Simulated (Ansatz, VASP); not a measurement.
# Two plane-wave programs on Si3C

The input INCAR:

```
  PREC = Accurate
  ENCUT = 600
  EDIFF = 1E-6
  ISMEAR = 0
  SIGMA = 0.1
  LREAL = False
  LASPH = True
  NELM = 80
  ALGO = Normal
  ISIF = 3
  LWAVE = False
  LCHARG = False
  GGA = PE
  IBRION = 2
  NSW = 90
  EDIFFG = -0.04
```

The input KPOINTS:

```
regular mesh
0
Gamma
  6 6 2
```

Contents of POSCAR:

```
Si3C
1.0
    2.4973951400      0.0000000000      0.0000000000
    0.0000000000      2.5789798800      0.0000000000
    0.0000000000      0.0000000000      9.2665716900
Si C
3 1
Direct
    0.0000000000      0.5000000000      0.2560429900
    0.0000000000      0.0000000000      0.5000000000
    0.0000000000      0.5000000000      0.7439570100
    0.0000000000      0.0000000000      0.0000000000
```

Input for Ansatz:

```yaml
crystal:
  lattice:
    - [2.49739514, 0.0, 0.0]
    - [0.0, 2.57897988, 0.0]
    - [0.0, 0.0, 9.26657169]
  atoms:
    - { symbol: Si, position: [0.0, 0.5, 0.25604299] }
    - { symbol: Si, position: [0.0, 0.0, 0.5] }
    - { symbol: Si, position: [0.0, 0.5, 0.74395701] }
    - { symbol: C, position: [0.0, 0.0, 0.0] }
basis:
  ecutwfc: 420
kpoints:
  mp_grid: { grid: [6, 6, 2] }
hamiltonian:
  xc: pbe
scf:
  occupations: { method: gaussian, width: 0.1 }
  lower_state_search: "off"
output:
  forces: true
  stress: true
  eigenvalues: true
relax:
  adjacent_minimum: "off"
  f_tol: 0.04
  max_steps: 70
  cell: { stress_tol: 0.4 }
```

Change from the starting cell: species swapped into the Sn3Pb type (Pmmm, No. 47).

Alike in both runs: task relaxation of cell and atoms; functional PBE; k mesh 6 × 6 × 2; occupations gaussian, width 0.1 eV; no spin polarisation.

|  | VASP | Ansatz |
| --- | --- | --- |
| version | VASP 6.6.1 | Ansatz 0.2.0 |
| potentials or method | VASP PAW PBE potentials, release 64 (Si, C), cutoff 600 eV | scalar-relativistic, plane waves, PAW |
| valence electrons in the cell | 16 | 16 |

|  | VASP | Ansatz | Ansatz less VASP |
| --- | --- | --- | --- |
| gap on the k mesh at the Fermi level, each at its own relaxed structure (eV) | none | none | - |
| relaxed volume (Å³/atom) | 12.97 | 12.95 | -0.022 |
| relaxed cell length with the largest relative difference (Å) | 2.804 | 2.800 | -0.0047 |

A gap of «none» marks a metal or a gap that the smearing closes.

The k mesh is coarse, so the values compare programs but aren't converged.
